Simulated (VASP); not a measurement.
# Ge7H2 in VASP: further runs

Runs on Ge7H2. Level: LDA. Tasks: single point.

Everything below comes from runs of VASP 6.6.1. Logs are shortened: lines on timing, memory, paths and dates and some standing lists are left out, and cuts for length are marked.

**1. The cell of the first run**

The cell holds a slab with vacuum, 18 atoms: a = 3.975 Å, b = 7.950 Å, c = 22.189 Å, α = 90.00°, β = 90.00°, γ = 90.00°.

**2. Single point, LDA**

Input file INCAR:

```
SYSTEM = Ge7H2
  PREC = Accurate
  ENCUT = 520
  EDIFF = 1E-6
  ISMEAR = 0
  SIGMA = 0.05
  LREAL = Auto
  LASPH = .TRUE.
  NELM = 60
  ALGO = Normal
  ISIF = 2
  LWAVE = .FALSE.
  LCHARG = .FALSE.
  LDIPOL = .TRUE.
  IDIPOL = 3
  DIPOL = 0.5 0.5 0.361
  GGA = CA
  NBANDS = 115
```

Input file KPOINTS:

```
regular mesh
0
G
  6 3 1
  0 0 0
```

Input file POSCAR:

```
Ge7H2
1.0
    3.9752292141      0.0000000000      0.0000000000
    0.0000000000      7.9504584281      0.0000000000
    0.0000000000      0.0000000000     22.1891745247
Ge H
14 4
Direct
    0.0000000000      0.2500000000      0.2211186323
    0.0000000000      0.7500000000      0.2211186323
    0.0000000000      0.5000000000      0.2844583372
    0.0000000000      0.0000000000      0.2844583372
    0.5000000000      0.5000000000      0.3477980422
    0.5000000000      0.0000000000      0.3477980422
    0.5000000000      0.7501355286      0.4153596373
    0.5000000000      0.2501853097      0.4099895676
    0.0000000000      0.7421413473      0.4822476373
    0.0000000000      0.2638956523      0.4727814973
    0.0000000000      0.0093655969      0.5417647959
    0.0000000000      0.4881891954      0.5494612191
    0.5000000000      0.1518499020      0.5797925820
    0.5000000000      0.4429134532      0.6191360915
   -0.3085651772      0.2500000000      0.1796750369
    0.3085651772      0.2500000000      0.1796750369
    0.3079205199      0.7500000000      0.1794214520
   -0.3079205199      0.7500000000      0.1794214520
```

Potentials or basis: VASP PAW LDA potentials, release 64 (Ge_d, H).

Command:

```
> cat potpaw_LDA.64/Ge_d/POTCAR potpaw_LDA.64/H/POTCAR > POTCAR
> mpirun -np 1 vasp_std > vasp.out
```

OUTCAR:

```text
SYSTEM = Ge7H2
   PREC = Accurate
   ENCUT = 520
   EDIFF = 1E-6
   ISMEAR = 0
   LREAL = Auto
   LASPH = .TRUE.
   NELM = 60
   ISIF = 2
   GGA = CA

 ion  position               nearest neighbor table
   1  0.000  0.250  0.221-  15 1.53  16 1.53   3 2.43   4 2.43
   2  0.000  0.750  0.221-  17 1.53  18 1.53   3 2.43   4 2.43
   3  0.000  0.500  0.284-   1 2.43   2 2.43   5 2.43   5 2.43
   4  0.000  0.000  0.284-   1 2.43   2 2.43   6 2.43   6 2.43
   5  0.500  0.500  0.348-   8 2.42   3 2.43   3 2.43   7 2.49
   6  0.500  0.000  0.348-   8 2.42   4 2.43   4 2.43   7 2.49
   7  0.500  0.750  0.415-   9 2.48   9 2.48   6 2.49   5 2.49
   8  0.500  0.250  0.410-   5 2.42   6 2.42  10 2.43  10 2.43
   9  0.000  0.742  0.482-   7 2.48   7 2.48  11 2.50  12 2.51
  10  0.000  0.264  0.473-   8 2.43   8 2.43  12 2.46  11 2.54
  11  0.000  0.009  0.542-  13 2.44  13 2.44   9 2.50  10 2.54
  12  0.000  0.488  0.549-  10 2.46   9 2.51  14 2.54  14 2.54
  13  0.500  0.152  0.580-  11 2.44  11 2.44  14 2.47
  14  0.500  0.443  0.619-  13 2.47  12 2.54  12 2.54
  15  0.691  0.250  0.180-   1 1.53
  16  0.309  0.250  0.180-   1 1.53
  17  0.308  0.750  0.179-   2 1.53
  18  0.692  0.750  0.179-   2 1.53

  LATTYP: Found a simple orthorhombic cell.
 ALAT       =     3.9752292141
 B/A-ratio  =     2.0000000000
 C/A-ratio  =     5.5818603984

  Lattice vectors:

 A1 = (   3.9752292141,   0.0000000000,   0.0000000000)
 A2 = (   0.0000000000,   7.9504584281,   0.0000000000)
 A3 = (   0.0000000000,   0.0000000000,  22.1891745247)

Analysis of symmetry for initial positions (statically):
=====================================================================
 Subroutine PRICEL returns:
 Original cell was already a primitive cell.

 Routine SETGRP: Setting up the symmetry group for a
 simple orthorhombic supercell.

 Subroutine GETGRP returns: Found  2 space group operations
 (whereof  2 operations were pure point group operations)
 out of a pool of  8 trial point group operations.

The static configuration has the point symmetry C_1h.

Analysis of symmetry for dynamics (positions and initial velocities):
=====================================================================
 Subroutine PRICEL returns:
 Original cell was already a primitive cell.

 Routine SETGRP: Setting up the symmetry group for a
 simple orthorhombic supercell.

 Subroutine GETGRP returns: Found  2 space group operations
 (whereof  2 operations were pure point group operations)
 out of a pool of  8 trial point group operations.

The dynamic configuration has the point symmetry C_1h.

 Subroutine INISYM returns: Found  2 space group operations
 (whereof  2 operations are pure point group operations),
 and found     1 'primitive' translations

----------------------------------------------------------------------------------------

                                     Primitive cell

  volume of cell :     701.2865

  direct lattice vectors                    reciprocal lattice vectors
     3.975229214  0.000000000  0.000000000     0.251557821  0.000000000  0.000000000
     0.000000000  7.950458428  0.000000000     0.000000000  0.125778911  0.000000000
     0.000000000  0.000000000 22.189174525     0.000000000  0.000000000  0.045067021

  length of vectors
     3.975229214  7.950458428 22.189174525     0.251557821  0.125778911  0.045067021

  position of ions in fractional coordinates (direct lattice)
     0.000000000  0.250000000  0.221118632
     0.000000000  0.750000000  0.221118632
     0.000000000  0.500000000  0.284458337
     0.000000000  0.000000000  0.284458337
     0.500000000  0.500000000  0.347798042
     0.500000000  0.000000000  0.347798042
[... 10 lines left out ...]
     0.307920520  0.750000000  0.179421452
     0.692079480  0.750000000  0.179421452

  ion indices of the primitive-cell ions
   primitive index   ion index
                 1           1
                 2           2
                 3           3
                 4           4
                 5           5
                 6           6
[... 10 lines left out ...]
                17          17
                18          18

----------------------------------------------------------------------------------------

 KPOINTS: regular mesh

Automatic generation of k-mesh.
 Grid dimensions read from file:
 generate k-points for:    6    3    1

 Generating k-lattice:

  Cartesian coordinates                     Fractional coordinates (reciprocal lattice)
     0.041926304  0.000000000  0.000000000     0.166666667  0.000000000  0.000000000
     0.000000000  0.041926304  0.000000000     0.000000000  0.333333333  0.000000000
     0.000000000  0.000000000  0.045067021     0.000000000  0.000000000  1.000000000

  Length of vectors
     0.041926304  0.041926304  0.045067021

  Shift w.r.t. Gamma in fractional coordinates (k-lattice)
     0.000000000  0.000000000  0.000000000

 Subroutine IBZKPT returns following result:
 ===========================================

 Found      8 irreducible k-points:

 Following reciprocal coordinates:
            Coordinates               Weight
  0.000000  0.000000  0.000000      1.000000
  0.166667  0.000000  0.000000      2.000000
  0.333333  0.000000  0.000000      2.000000
  0.500000  0.000000  0.000000      1.000000
  0.000000  0.333333  0.000000      2.000000
  0.166667  0.333333  0.000000      4.000000
  0.333333  0.333333  0.000000      4.000000
  0.500000  0.333333  0.000000      2.000000
   k-points           NKPTS =      8   k-points in BZ     NKDIM =      8   number of bands    NBANDS=    115
   number of dos      NEDOS =    301   number of ions     NIONS =     18
   total plane-waves  NPLWV = 302400
   dimension x,y,z NGX =    30 NGY =   60 NGZ =  168
   dimension x,y,z NGXF=    60 NGYF=  120 NGZF=  336
   ions per type =              14   4
   NGX,Y,Z   is equivalent  to a cutoff of  12.55, 12.55, 12.59 a.u.
   NGXF,Y,Z  is equivalent  to a cutoff of  25.09, 25.09, 25.17 a.u.
 SYSTEM =  Ge7H2
   PREC   = accura    normal or accurate (medium, high low for compatibility)
   ISTART =      0    job   : 0-new  1-cont  2-samecut
   ICHARG =      2    charge: 1-file 2-atom 10-const
   ISPIN  =      1    spin polarized calculation?
   LNONCOLLINEAR =      F non collinear calculations
   LSORBIT =      F    spin-orbit coupling
   LASPH  =      T    aspherical Exc in radial PAW
   ENCUT  =  520.0 eV  38.22 Ry    6.18 a.u.   7.39 14.78 41.26*2*pi/ulx,y,z
   NELM   =     60;   NELMIN=  2; NELMDL= -5     # of ELM steps
   EDIFF  = 0.1E-05   stopping-criterion for ELM
   LREAL  =      T    real-space projection
   EDIFFG = 0.1E-04   stopping-criterion for IOM
   NSW    =      0    number of steps for IOM
   IBRION =     -1    ionic relax: 0-MD 1-quasi-New 2-CG
   NFREE  =      0    steps in history (QN), initial steepest desc. (CG)
   ISIF   =      2    stress and relaxation
   ISYM   =      2    0-nonsym 1-usesym 2-fastsym
   POTIM  = 0.5000    time-step for ionic-motion
   TEBEG  =    0.0;   TEEND  =   0.0 temperature during run
   PSTRESS=    0.0 pullay stress
   NELECT =     200.0000    total number of electrons
   NUPDOWN=      -1.0000    fix difference up-down
   EMIN   =  10.00;   EMAX   =-10.00  energy-range for DOS
   EFERMI =   0.00;   METHOD = LEGACY
   ISMEAR =     0;   SIGMA  =   0.05  broadening in eV -4-tet -1-fermi 0-gaus
   EFERMI_NEDOS =   21; number of points for ismear=-14 and -15
   IALGO  =     38    algorithm
   IMIX   =      4    mixing-type and parameters
     AMIX     =   0.40;   BMIX     =  1.00
     AMIX_MAG =   1.60;   BMIX_MAG =  1.00
  volume/ion in A,a.u.               =      38.96       262.92
  Fermi-wavevector in a.u.,A,eV,Ry     =   1.077589  2.036347 15.799048  1.161197
  Thomas-Fermi vector in A             =   2.213504
   LORBIT       =      0    0 simple, 1 ext, 2 COOP (PROOUT), +10 PAW based schemes
   GGA     = CA    functional components
   LHFCALC =     F    Hartree Fock is set to
   AEXX    =    0.0000 exact exchange contribution
   IVDW    =     0    specifies the selected vdW correction
   LEPSILON=     F    determine dielectric tensor
   LRPA    =     F    only Hartree local field effects (RPA)
 non-spin polarized calculation
 Gauss-broadening in eV      SIGMA  =   0.05
  energy-cutoff  :      520.00
  volume of cell :      701.29
 maximum number of plane-waves:     18965
 NGX is ok and might be reduce to    30
   NGX = 15   NGY = 29   NGZ = 83

 dipolmoment           0.000000      0.000000     -0.006231 electrons x Angstroem

 number of electron     199.9999984 magnetization

 dipolmoment           0.000000      0.000000      0.039937 electrons x Angstroem

 Free energy of the ion-electron system (eV)
  ---------------------------------------------------
  ext. energy  EPLUGINS =         0.00000000
  ---------------------------------------------------
  free energy    TOTEN  =       -82.92684826 eV

  energy without entropy =      -82.92681536  energy(sigma->0) =      -82.92683181

 E-fermi :  -0.3294     XC(G=0):  -5.5284

 val. band max:       -0.4436353426   @ k =   0.0000   0.3333   0.0000
 cond. band min:      -0.2223118516   @ k =   0.5000   0.0000   0.0000
 fundamental gap:      0.2213234910
 Fermi energy:        -0.3293742066

 k-point     1 :       0.0000    0.0000    0.0000
  band No.  band energies     occupation
      1     -25.4748      2.00000
      2     -25.4346      2.00000
      3     -25.3970      2.00000
      4     -25.3557      2.00000
      5     -25.3282      2.00000
      6     -25.1572      2.00000
[... 104 lines left out ...]
    111       2.6483      0.00000
    112       2.9750      0.00000

 k-point     2 :       0.1667    0.0000    0.0000
  band No.  band energies     occupation
      1     -25.4760      2.00000
      2     -25.4341      2.00000
      3     -25.3974      2.00000
      4     -25.3581      2.00000
      5     -25.3217      2.00000
      6     -25.1602      2.00000
[... 682 lines left out ...]
 k-point     8 :       0.5000    0.3333    0.0000
  band No.  band energies     occupation
      1     -25.4795      2.00000
      2     -25.4317      2.00000
      3     -25.3990      2.00000
      4     -25.3466      2.00000
      5     -25.3254      2.00000
      6     -25.1598      2.00000
[... 104 lines left out ...]
    111       3.2110      0.00000
    112       3.4776      0.00000
 [bands above 112 left out]

------------------------ aborting loop because EDIFF is reached ----------------------------------------

 vacuum level on the upper side and lower side of the slab       (xc-potential included)        -0.133        -0.294

  FORCE on cell =-STRESS in cart. coord.  units (eV):
  Direction    XX          YY          ZZ          XY          YZ          ZX
  --------------------------------------------------------------------------------------
  -------------------------------------------------------------------------------------
  Total        3.0898207     -3.9095171     -4.2556705      0.0000000     -0.0116441      0.0000000
  in kB        7.0590843     -8.9317838     -9.7226149      0.0000000     -0.0266024      0.0000000
  external PRESSURE =      -3.8651048 kB  Pullay stress =       0.0000000 kB

 VOLUME and BASIS-vectors are now :
 -----------------------------------------------------------------------------
  energy-cutoff  :      520.00
  volume of cell :      701.29
      direct lattice vectors                 reciprocal lattice vectors
     3.975229214  0.000000000  0.000000000     0.251557821  0.000000000  0.000000000
     0.000000000  7.950458428  0.000000000     0.000000000  0.125778911  0.000000000
     0.000000000  0.000000000 22.189174525     0.000000000  0.000000000  0.045067021

 POSITION                                       TOTAL-FORCE (eV/Angst)
 -----------------------------------------------------------------------------------
      0.00000      1.98761      4.90644         0.000000      0.007333      0.325662
      0.00000      5.96284      4.90644         0.000000     -0.016943      0.252504
      0.00000      3.97523      6.31190         0.000000      0.117663     -0.187448
      0.00000      0.00000      6.31190         0.000000     -0.095057     -0.153825
      1.98761      3.97523      7.71735         0.000000      0.239224      0.133908
      1.98761      0.00000      7.71735         0.000000     -0.259386      0.191730
[... 10 lines left out ...]
      1.22405      5.96284      3.98121        -0.000134      0.000124     -0.000414
      2.75117      5.96284      3.98121         0.000134      0.000124     -0.000414
 -----------------------------------------------------------------------------------
    total drift:                                0.000000      0.000109      0.001612

  FREE ENERGIE OF THE ION-ELECTRON SYSTEM (eV)
  ---------------------------------------------------
  free  energy   TOTEN  =       -82.9268482630 eV

  energy  without entropy=      -82.9268153599  energy(sigma->0) =      -82.92683181

 vacuum level on the upper side and lower side of the slab         4.107         3.940
```

It took 35 min on 1 thread of AMD EPYC 7R43 (Zen 3), shared host; peak memory 0.63 GiB.

Results:

```yaml
Free_energy: -82.9268 eV
Largest_force: 0.370 eV/Å
Band_gap_on_the_k_mesh: 0.22 eV, indirect (least direct gap 0.33 eV)
```

Forces on the atoms (eV/Å):
```
Ge   0.000  0.007  0.326
Ge   0.000 -0.017  0.253
Ge   0.000  0.118 -0.187
Ge   0.000 -0.095 -0.154
Ge   0.000  0.239  0.134
Ge   0.000 -0.259  0.192
Ge   0.000  0.007  0.006
Ge   0.000 -0.010  0.007
Ge   0.000  0.009  0.021
Ge   0.000  0.001  0.004
Ge   0.000 -0.009 -0.008
Ge   0.000  0.007 -0.023
Ge   0.000  0.001 -0.159
Ge   0.000 -0.003 -0.370
H   -0.018  0.002 -0.020
H    0.018  0.002 -0.020
H    0.000  0.000  0.000
H    0.000  0.000  0.000
```

Levels at points of the mesh, in eV from the valence-band top:
```csv
k point,band 97,band 98,band 99,band 100,band 101,band 102,band 103,band 104
"(0.00, 0.00, 0.00)",-0.76,-0.42,-0.31,-0.15,0.31,0.83,1.15,1.28
"(0.50, 0.00, 0.00)",-1.27,-1.03,-0.99,-0.84,0.22,0.64,1.14,1.62
```

**3. Single point, LDA**

Input file INCAR:

```
SYSTEM = Ge7H2
PREC     = Accurate       ! precision mode
ENCUT    = 520            ! plane-wave cutoff, eV
EDIFF    = 1E-6           ! SCF threshold, eV
ISMEAR   = 0              ! smearing method
SIGMA    = 0.05           ! smearing width, eV
LREAL    = Auto         
LASPH    = .TRUE.         ! aspherical terms in the spheres
NELM     = 60             ! most SCF steps
ALGO     = Normal         ! electronic algorithm
ISIF     = 2              ! what is computed and relaxed
LWAVE    = .FALSE.        ! write WAVECAR
LCHARG   = .TRUE.         ! write CHGCAR
LDIPOL   = .TRUE.       
IDIPOL   = 3            
DIPOL    = 0.5 0.5 0.357
GGA      = CA             ! functional
LELF     = .TRUE.         ! ELF
LVHAR    = .TRUE.       
LVACPOTAV= .TRUE.       
NBANDS   = 115            ! bands
```

Input file KPOINTS:

```
Automatic mesh
0
G
  6 3 1
  0 0 0
```

Input file POSCAR:

```
Ge7H2
1.0
    3.9752292141      0.0000000000      0.0000000000
    0.0000000000      7.9504584281      0.0000000000
    0.0000000000      0.0000000000     22.1891745247
Ge H
14 4
Direct
    0.0000000000      0.2500000000      0.2211186323
    0.0000000000      0.7500000000      0.2211186323
    0.0000000000      0.5000000000      0.2844583372
    0.0000000000      0.0000000000      0.2844583372
    0.5000000000      0.5000000000      0.3477980422
    0.5000000000      0.0000000000      0.3477980422
    0.5000000000      0.7523979660      0.4121975985
    0.5000000000      0.2485870310      0.4073200134
    0.0000000000      0.7497851046      0.4761580464
    0.0000000000      0.2560447473      0.4676033393
    0.0000000000      0.0063015910      0.5390228950
    0.0000000000      0.4930569563      0.5361593738
    0.5000000000      0.1552757891      0.5695623682
    0.5000000000      0.4493857706      0.5997122054
   -0.3085651772      0.2500000000      0.1796750369
    0.3085651772      0.2500000000      0.1796750369
    0.3079205199      0.7500000000      0.1794214520
   -0.3079205199      0.7500000000      0.1794214520
```

Potentials or basis: VASP PAW LDA potentials, release 64 (Ge_d, H).

Command:

```
> cat potpaw_LDA.64/Ge_d/POTCAR potpaw_LDA.64/H/POTCAR > POTCAR
> mpirun -np 1 vasp_std > vasp.out
```

Run time: 35 min. Hardware: 1 thread of Intel Xeon Platinum 8375C at 2.90GHz (Ice Lake), shared host; peak memory 0.68 GiB.

It converged, with:

```yaml
Free_energy: -82.9223 eV
Largest_force: 0.495 eV/Å
Band_gap_on_the_k_mesh: 0.34 eV, indirect (least direct gap 0.56 eV)
```

Forces in eV/Å, atoms in the order of the input:
```
Ge   0.000 -0.021  0.334
Ge   0.000  0.005  0.251
Ge   0.000  0.138 -0.234
Ge   0.000 -0.112 -0.201
Ge   0.000  0.253 -0.182
Ge   0.000 -0.270 -0.415
Ge   0.000 -0.008 -0.001
Ge   0.000 -0.002  0.002
Ge   0.000  0.008  0.016
Ge   0.000 -0.002  0.000
Ge   0.000 -0.004 -0.005
Ge   0.000  0.005  0.006
Ge   0.000  0.008 -0.013
Ge   0.000 -0.010  0.481
H   -0.016  0.010 -0.018
H    0.016  0.010 -0.018
H   -0.001 -0.005 -0.001
H    0.001 -0.005 -0.001
```

Levels at points of the mesh, in eV from the valence-band top:
```csv
k point,band 96,band 97,band 98,band 99,band 100,band 101,band 102,band 103,band 104,band 105
"(0.00, 0.00, 0.00)",-1.04,-0.61,-0.53,-0.24,-0.15,0.41,0.97,1.09,1.34,1.54
"(0.50, 0.00, 0.00)",-1.43,-1.19,-1.02,-0.96,-0.85,0.34,0.81,1.31,1.89,2.01
```

**4. Single point, LDA**

Input file INCAR:

```
SYSTEM = Ge7H2
PREC = Accurate
ENCUT = 520
EDIFF = 1E-7
ISMEAR = 0
SIGMA = 0.05
LREAL = Auto
LASPH = .True.
NELM = 80
ALGO = Normal
ISIF = 2
LWAVE = .False.
LCHARG = .True.
LDIPOL = .True.
IDIPOL = 3
DIPOL = 0.5 0.5 0.358
LELF = .True.
LVHAR = .True.
LVACPOTAV = .True.
NBANDS = 115
```

Input file KPOINTS:

```
regular mesh
0
Gamma
  6 3 1
  0 0 0
```

Input file POSCAR:

```
Ge7H2
1.0
    3.9752292141      0.0000000000      0.0000000000
    0.0000000000      7.9504584281      0.0000000000
    0.0000000000      0.0000000000     22.1891745247
Ge H
14 4
Direct
    0.0000000000      0.2500000000      0.2211186323
    0.0000000000      0.7500000000      0.2211186323
    0.0000000000      0.5000000000      0.2844583372
    0.0000000000      0.0000000000      0.2844583372
    0.5000000000      0.5000000000      0.3477980422
    0.5000000000      0.0000000000      0.3477980422
    0.5000000000      0.7497161939      0.4123783675
    0.5000000000      0.2504964850      0.4078104814
    0.0000000000      0.7400368538      0.4763371077
    0.0000000000      0.2644883165      0.4691062179
    0.0000000000     -0.0022630689      0.5371006678
    0.0000000000      0.4932075371      0.5438032485
    0.5000000000      0.1543764943      0.5598278916
    0.5000000000      0.4317527790      0.6094016150
   -0.3085651772      0.2500000000      0.1796750369
    0.3085651772      0.2500000000      0.1796750369
    0.3079205199      0.7500000000      0.1794214520
   -0.3079205199      0.7500000000      0.1794214520
```

Command:

```
> cat potpaw_LDA.64/Ge_d/POTCAR potpaw_LDA.64/H/POTCAR > POTCAR
> mpirun -np 1 vasp_std > vasp.out
```

Run time: 32 min. Hardware: 1 thread of Intel Xeon 6975P-C, shared host; peak memory 0.69 GiB.

Results (log left out):

* Free energy: -82.8895 eV
* Largest force: 0.574 eV/Å
* Band gap on the k mesh: 0.36 eV, direct

Forces in eV/Å, atoms in the order of the input:
```
Ge   0.000  0.019  0.319
Ge   0.000 -0.036  0.256
Ge   0.000  0.097 -0.226
Ge   0.000 -0.065 -0.198
Ge   0.000  0.286 -0.298
Ge   0.000 -0.306 -0.178
Ge   0.000 -0.021  0.006
Ge   0.000 -0.006  0.010
Ge   0.000  0.024  0.021
Ge   0.000  0.008  0.003
Ge   0.000  0.001 -0.006
Ge   0.000 -0.011 -0.004
Ge   0.000 -0.008  0.574
Ge   0.000  0.003 -0.237
H   -0.015 -0.003 -0.020
H    0.015 -0.003 -0.020
H    0.002  0.010 -0.001
H   -0.002  0.010 -0.001
```

Levels at points of the mesh, in eV from the valence-band top:
```tsv
k point	band 96	band 97	band 98	band 99	band 100	band 101	band 102	band 103	band 104	band 105
(0.00, 0.00, 0.00)	-1.01	-0.66	-0.31	-0.29	-0.07	0.41	1.02	1.21	1.39	1.55
(0.50, 0.00, 0.00)	-1.26	-1.14	-1.02	-0.89	-0.81	0.50	0.87	1.36	1.82	1.97
```
